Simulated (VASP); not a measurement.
Runs of VASP 6.6.1 on Sr. The structure is that of space group P6/mmm (No. 191), or close to it. The cells are those of the table. This isn't the form of Sr at room conditions, which is fcc.

```csv
cell,k mesh,gap on the mesh (eV),pressure (GPa)
"a = 6.759, b = 6.759, c = 4.037 Å, angles 90.0, 90.0, 120.0°, 3 atoms",7 × 7 × 10,none,(a)
"a = 6.942, b = 6.942, c = 4.146 Å, angles 90.0, 90.0, 120.0°, 3 atoms",7 × 7 × 10,none,-0.4
"a = 6.852, b = 6.852, c = 4.092 Å, angles 90.0, 90.0, 120.0°, 3 atoms",6 × 6 × 8,none,0.0
"a = 6.852, b = 6.852, c = 4.092 Å, angles 90.0, 90.0, 120.0°, 3 atoms",7 × 7 × 10,none,0.0
"a = 6.566, b = 6.566, c = 3.921 Å, angles 90.0, 90.0, 120.0°, 3 atoms",7 × 7 × 10,none,1.7
"a = 6.664, b = 6.664, c = 3.980 Å, angles 90.0, 90.0, 120.0°, 3 atoms",7 × 7 × 10,none,1.1
```

Alike in all rows: task single point; level PBE; potentials or basis VASP PAW PBE potentials, release 64 (Sr_sv); no spin polarisation; cutoff (eV) 520; smearing fermi-dirac 0.1 eV.

Task: Estimate the missing entries.

Result: (a) 0.5.

A k mesh can miss the band edges, and the runs leave out spin-orbit coupling on Sr.

A gap of «none» marks levels without a gap at the run's occupations.
